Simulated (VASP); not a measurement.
# I (C2/m) in VASP: notebook

The runs below take I through single point, with PBE, revPBE, RPBE.

All numbers are computed with VASP 6.6.1; they aren't measurements. Logs are shortened: lines on timing, memory, paths and dates and some standing lists are left out, and cuts for length are marked.

## 1. The cell of the first run

Symmetry: C2/m, No. 12, monoclinic system. Conventional cell: a = 5.184 Å, b = 8.796 Å, c = 2.915 Å, α = 90.00°, β = 123.31°, γ = 90.00°. Within 3.8 Å of I (site symmetry 2/m) lie 2 I at 2.91 Å.

## 2. Single point, PBE

INCAR

```
  PREC = Accurate
  ENCUT = 520
  EDIFF = 1E-6
  ISMEAR = -1
  SIGMA = 0.05
  LREAL = F
  LASPH = T
  NELM = 60
  ALGO = Normal
  ISIF = 2
  LWAVE = F
  LCHARG = F
  GGA = PE
  NBANDS = 10
```

KPOINTS

```
regular mesh
0
Gamma
  7 7 11
```

POSCAR

```
I
1.0
    2.6296723001     -4.3980304261      0.0141576174
    2.6296723001      4.3980304261      0.0141576174
   -1.6659108035      0.0000000000      2.3918262536
I
1
Direct
    0.5000000000      0.5000000000      0.5000000000
```

Potentials or basis: VASP PAW PBE potentials, release 64 (I).

Launch:

```sh
$ cat potpaw_PBE.64/I/POTCAR > POTCAR
$ mpirun -np 1 vasp_std > vasp.out
```

OUTCAR:

```text
PREC = Accurate
   ENCUT = 520
   EDIFF = 1E-6
   ISMEAR = -1
   LREAL = F
   LASPH = T
   NELM = 60
   ISIF = 2
   GGA = PE

 ion  position               nearest neighbor table
   1  0.500  0.500  0.500-

  Warning from LATTYP: Got some problem with cell dimensions!
  Tried to take original basis but could not verify dimensions!
  LATTYP: Found a base centered monoclinic cell.
 ALAT       =     5.1836645763
 B/A-ratio  =     1.6968807921
 C/A-ratio  =     0.5623059803
 COS(beta)  =    -0.5492159457

  Lattice vectors:

 A1 = (  -0.9637614966,   4.3980304261,  -2.4059838710)
 A2 = (  -0.9637614966,  -4.3980304261,  -2.4059838710)
 A3 = (  -1.6659108035,   0.0000000000,   2.3918262536)

Analysis of symmetry for initial positions (statically):
=====================================================================
 Subroutine PRICEL returns:
 Original cell was already a primitive cell.

 Routine SETGRP: Setting up the symmetry group for a
 base centered monoclinic supercell.

 Subroutine GETGRP returns: Found  4 space group operations
 (whereof  4 operations were pure point group operations)
 out of a pool of  4 trial point group operations.

The static configuration has the point symmetry C_2h.

Analysis of symmetry for dynamics (positions and initial velocities):
=====================================================================
 Subroutine PRICEL returns:
 Original cell was already a primitive cell.

 Routine SETGRP: Setting up the symmetry group for a
 base centered monoclinic supercell.

 Subroutine GETGRP returns: Found  4 space group operations
 (whereof  4 operations were pure point group operations)
 out of a pool of  4 trial point group operations.

The dynamic configuration has the point symmetry C_2h.

 Subroutine INISYM returns: Found  4 space group operations
 (whereof  4 operations are pure point group operations),
 and found     1 'primitive' translations

----------------------------------------------------------------------------------------

                                     Primitive cell

  volume of cell :      55.5322

  direct lattice vectors                    reciprocal lattice vectors
     2.629672300 -4.398030426  0.014157617     0.189427441 -0.113687254  0.131936515
     2.629672300  4.398030426  0.014157617     0.189427441  0.113687254  0.131936515
    -1.665910804  0.000000000  2.391826254    -0.002242505  0.000000000  0.416528661

  length of vectors
[... 83 lines left out ...]
   NSW    =      0    number of steps for IOM
   IBRION =     -1    ionic relax: 0-MD 1-quasi-New 2-CG
   NFREE  =      0    steps in history (QN), initial steepest desc. (CG)
   ISIF   =      2    stress and relaxation
   ISYM   =      2    0-nonsym 1-usesym 2-fastsym
   POTIM  = 0.5000    time-step for ionic-motion
   TEBEG  =    0.0;   TEEND  =   0.0 temperature during run
   PSTRESS=    0.0 pullay stress
   NELECT =       7.0000    total number of electrons
   NUPDOWN=      -1.0000    fix difference up-down
   EMIN   =  10.00;   EMAX   =-10.00  energy-range for DOS
   EFERMI =   0.00;   METHOD = LEGACY
   ISMEAR =    -1;   SIGMA  =   0.05  broadening in eV -4-tet -1-fermi 0-gaus
   EFERMI_NEDOS =   21; number of points for ismear=-14 and -15
   IALGO  =     38    algorithm
   IMIX   =      4    mixing-type and parameters
     AMIX     =   0.40;   BMIX     =  1.00
     AMIX_MAG =   1.60;   BMIX_MAG =  1.00
  volume/ion in A,a.u.               =      55.53       374.75
  Fermi-wavevector in a.u.,A,eV,Ry     =   0.820841  1.551165  9.167339  0.673780
  Thomas-Fermi vector in A             =   1.931895
   LORBIT       =      0    0 simple, 1 ext, 2 COOP (PROOUT), +10 PAW based schemes
   GGA     = PE    functional components
   LHFCALC =     F    Hartree Fock is set to
   AEXX    =    0.0000 exact exchange contribution
   IVDW    =     0    specifies the selected vdW correction
   LEPSILON=     F    determine dielectric tensor
   LRPA    =     F    only Hartree local field effects (RPA)
 non-spin polarized calculation
  energy-cutoff  :      520.00
  volume of cell :       55.53
 maximum number of plane-waves:      1516
 NGX is ok and might be reduce to    40
   NGX = 19   NGY = 19   NGZ = 11

 number of electron       7.0000000 magnetization

 Free energy of the ion-electron system (eV)
  ---------------------------------------------------
  ext. energy  EPLUGINS =         0.00000000
  ---------------------------------------------------
  free energy    TOTEN  =        -1.41334810 eV

  energy without entropy =       -1.40823020  energy(sigma->0) =       -1.41078915

 E-fermi :   0.5362     XC(G=0):  -6.7769

 val. band max:        0.4358193894   @ k =  -0.2857   0.0000   0.4545
 cond. band min:       0.5738044579   @ k =   0.2857   0.1429   0.4545
 fundamental gap:      0.1379850686
 Fermi energy:         0.5361981726

 k-point     1 :       0.0000    0.0000    0.0000
  band No.  band energies     occupation
      1     -12.7641      2.00000
      2      -1.4739      2.00000
      3      -1.1485      2.00000
      4       4.2134      0.00000
      5       4.7097      0.00000
      6       7.4912      0.00000
      7       9.0611      0.00000
      8      10.8416      0.00000
      9      11.0214      0.00000
     10      16.6460      0.00000
[... 287 lines left out ...]
 k-point    24 :       0.1429    0.1429    0.0909
  band No.  band energies     occupation
      1     -12.5165      2.00000
      2      -2.2100      2.00000
      3      -1.4679      2.00000
      4       3.0657      0.00000
      5       6.6818      0.00000
      6       6.9424      0.00000
      7      10.7563      0.00000
      8      12.2333      0.00000
      9      14.1511      0.00000
     10      14.3605      0.00000

 [... further k-points ...]

------------------------ aborting loop because EDIFF is reached ----------------------------------------

  FORCE on cell =-STRESS in cart. coord.  units (eV):
  Direction    XX          YY          ZZ          XY          YZ          ZX
  --------------------------------------------------------------------------------------
  -------------------------------------------------------------------------------------
  Total       -0.0171327      0.0010740     -0.0361344      0.0000000      0.0000000      0.0241765
  in kB       -0.4943012      0.0309865     -1.0425255      0.0000000      0.0000000      0.6975252
  external PRESSURE =      -0.5019467 kB  Pullay stress =       0.0000000 kB

 VOLUME and BASIS-vectors are now :
 -----------------------------------------------------------------------------
  energy-cutoff  :      520.00
  volume of cell :       55.53
      direct lattice vectors                 reciprocal lattice vectors
     2.629672300 -4.398030426  0.014157617     0.189427441 -0.113687254  0.131936515
     2.629672300  4.398030426  0.014157617     0.189427441  0.113687254  0.131936515
    -1.665910804  0.000000000  2.391826254    -0.002242505  0.000000000  0.416528661

 POSITION                                       TOTAL-FORCE (eV/Angst)
 -----------------------------------------------------------------------------------
      1.79672      0.00000      1.21007         0.000000     -0.000000      0.000000
 -----------------------------------------------------------------------------------
    total drift:                                0.000000     -0.000000     -0.000000

  FREE ENERGIE OF THE ION-ELECTRON SYSTEM (eV)
  ---------------------------------------------------
  free  energy   TOTEN  =        -1.4133481019 eV

  energy  without entropy=       -1.4082301956  energy(sigma->0) =       -1.41078915
```

OSZICAR:

```text
N       E                     dE             d eps       ncg     rms          rms(c)
DAV:   1     0.318103865165E+02    0.31810E+02   -0.23974E+03  3120   0.483E+02
DAV:   2     0.184435431173E+00   -0.31626E+02   -0.30325E+02  3900   0.847E+01
DAV:   3    -0.146646862039E+01   -0.16509E+01   -0.16416E+01  3880   0.242E+01
DAV:   4    -0.149265452574E+01   -0.26186E-01   -0.26184E-01  4102   0.347E+00
DAV:   5    -0.149317907183E+01   -0.52455E-03   -0.52454E-03  3990   0.434E-01    0.366E+00
DAV:   6    -0.143436311782E+01    0.58816E-01   -0.49471E-02  3448   0.101E+00    0.241E+00
DAV:   7    -0.141402089392E+01    0.20342E-01   -0.92636E-02  3466   0.142E+00    0.365E-01
DAV:   8    -0.141364765768E+01    0.37324E-03   -0.95671E-03  3312   0.504E-01    0.162E-01
DAV:   9    -0.141332902349E+01    0.31863E-03   -0.65809E-04  3612   0.133E-01    0.600E-02
DAV:  10    -0.141336685151E+01   -0.37828E-04   -0.14606E-04  3744   0.628E-02    0.103E-01
DAV:  11    -0.141334844584E+01    0.18406E-04   -0.39938E-05  3402   0.293E-02    0.223E-02
DAV:  12    -0.141334810194E+01    0.34390E-06   -0.31767E-06  3770   0.979E-03
   1 F= -.14133481E+01 E0= -.14107891E+01  d E =-.511791E-02
```

It took 45 s on 1 thread of AMD EPYC 9R45 (Zen 5), shared host; peak memory 0.21 GiB.

What came out:

```
Free energy            : -1.4133 eV
Pressure               : -0.1 GPa
Band gap on the k mesh : zero (an odd number of electrons rules out a gap without spin polarisation)
```

Levels at points of the mesh, in eV from the Fermi level:
| k point | band 1 | band 2 | band 3 | band 4 | band 5 | band 6 |
| --- | --- | --- | --- | --- | --- | --- |
| (0.00, 0.00, 0.00) | -13.30 | -2.01 | -1.68 | 3.68 | 4.17 | 6.96 |

Caveat: spin-orbit coupling is left out, which moves the levels of the heavy elements; an odd number of electrons without spin polarisation forces a metal; a magnetic or distorted state may lie lower.

## 3. Single point, revPBE

This run uses another cell than the first one, of 99.36 Å³/atom.

INCAR

```
SYSTEM = I
ALGO = Normal ; EDIFF = 1E-6
ENCUT = 520 ; GGA = RE
ISIF = 2 ; ISMEAR = -1
LASPH = .TRUE. ; LCHARG = .TRUE.
LELF = .TRUE. ; LREAL = .FALSE.
LVHAR = .TRUE. ; LWAVE = .FALSE.
NBANDS = 10 ; NELM = 80
PREC = Accurate ; SIGMA = 0.05
```

KPOINTS

```
k-points
0
G
  7 7 11
  0 0 0
```

POSCAR

```
I
1.0
    3.2822509166     -5.7004548318      0.4669571198
    3.2822509166      5.7004548318      0.4669571198
   -1.6578694906      0.0000000000      2.4192908110
I
1
Direct
    0.5000000000      0.5000000000      0.5000000000
```

Potentials or basis: VASP PAW PBE potentials, release 64 (I).

Launch:

```sh
$ cat potpaw_PBE.64/I/POTCAR > POTCAR
$ mpirun -np 1 vasp_std > vasp.out
```

It took 74 s on 1 thread of AMD EPYC 9R45 (Zen 5), shared host; peak memory 0.29 GiB.

It converged, with:

```
Free energy            : -1.2491 eV
Pressure               : 0.0 GPa
Band gap on the k mesh : zero (an odd number of electrons rules out a gap without spin polarisation)
```

Levels at points of the mesh, in eV from the Fermi level:
```csv
k point,band 1,band 2,band 3,band 4,band 5,band 6,band 7,band 8
"(0.00, 0.00, 0.00)",-12.91,-2.07,-2.04,3.80,4.40,6.82,7.27,9.03
```

Caveat: the PAW data sets were made with another functional, which shifts forces and pressure a little; spin-orbit coupling is left out, which moves the levels of the heavy elements; an odd number of electrons without spin polarisation forces a metal; a magnetic or distorted state may lie lower.

## 4. Single point, RPBE

This run uses another cell than the first one, of 79.29 Å³/atom.

INCAR

```
SYSTEM = I
  ALGO = Normal
  EDIFF = 1E-6
  ENCUT = 520
  GGA = RP
  ISIF = 2
  ISMEAR = -1
  LASPH = .TRUE.
  LCHARG = .TRUE.
  LELF = .TRUE.
  LREAL = .FALSE.
  LVHAR = .TRUE.
  LWAVE = .FALSE.
  NBANDS = 10
  NELM = 100
  PREC = Accurate
  SIGMA = 0.05
```

KPOINTS is that of step 3.

POSCAR

```
I
1.0
    3.0464744997     -5.0219975607      0.3047302845
    3.0464744997      5.0219975607      0.3047302845
   -1.6594901909      0.0000000000      2.4254297441
I
1
Direct
    0.5000000000      0.5000000000      0.5000000000
```

Launch:

```sh
$ cat potpaw_PBE.64/I/POTCAR > POTCAR
$ mpirun -np 1 vasp_std > vasp.out
```

Wall time 61 s (1 thread of AMD EPYC 9R45 (Zen 5), shared host); peak memory 0.26 GiB.

The run converged. Its results:

```
Free energy            : -1.2516 eV
Pressure               : 0.0 GPa
Band gap on the k mesh : zero (an odd number of electrons rules out a gap without spin polarisation)
```

Stress tensor (GPa, compression positive):
```
-0.04  0.00  0.06
 0.00  0.00  0.00
 0.06  0.00 -0.09
```

Levels at points of the mesh, in eV from the Fermi level:
```tsv
k point	band 1	band 2	band 3	band 4	band 5	band 6	band 7	band 8
(0.00, 0.00, 0.00)	-12.90	-1.98	-1.94	3.76	4.32	7.10	7.54	9.57
```

Caveat: the PAW data sets were made with another functional, which shifts forces and pressure a little; spin-orbit coupling is left out, which moves the levels of the heavy elements; an odd number of electrons without spin polarisation forces a metal; a magnetic or distorted state may lie lower.

## 5. Overview

| level | cell | gap on the mesh (eV) | pressure (GPa) |
| --- | --- | --- | --- |
| PBE | a = 5.124, b = 5.124, c = 2.915 Å, angles 106.9, 106.9, 118.2°, 1 atom | none | -0.1 |
| revPBE | a = 6.594, b = 6.594, c = 2.933 Å, angles 102.9, 102.9, 119.6°, 1 atom | none | 0.0 |
| RPBE | a = 5.882, b = 5.882, c = 2.939 Å, angles 104.5, 104.5, 117.3°, 1 atom | none | 0.0 |

Alike in all rows: task single point; potentials or basis VASP PAW PBE potentials, release 64 (I); no spin polarisation; k mesh 7 × 7 × 11; cutoff (eV) 520; smearing fermi-dirac 0.05 eV.

Caveats: spin-orbit coupling is left out, which moves the levels of the heavy elements; an odd number of electrons without spin polarisation forces a metal; a magnetic or distorted state may lie lower; the PAW data sets were made with another functional, which shifts forces and pressure a little (at least some runs).

Total energies depend on the potentials used, so only differences within one code and one set of settings carry meaning.

The gap in the log of VASP goes by the Fermi energy; the results here count the filled bands.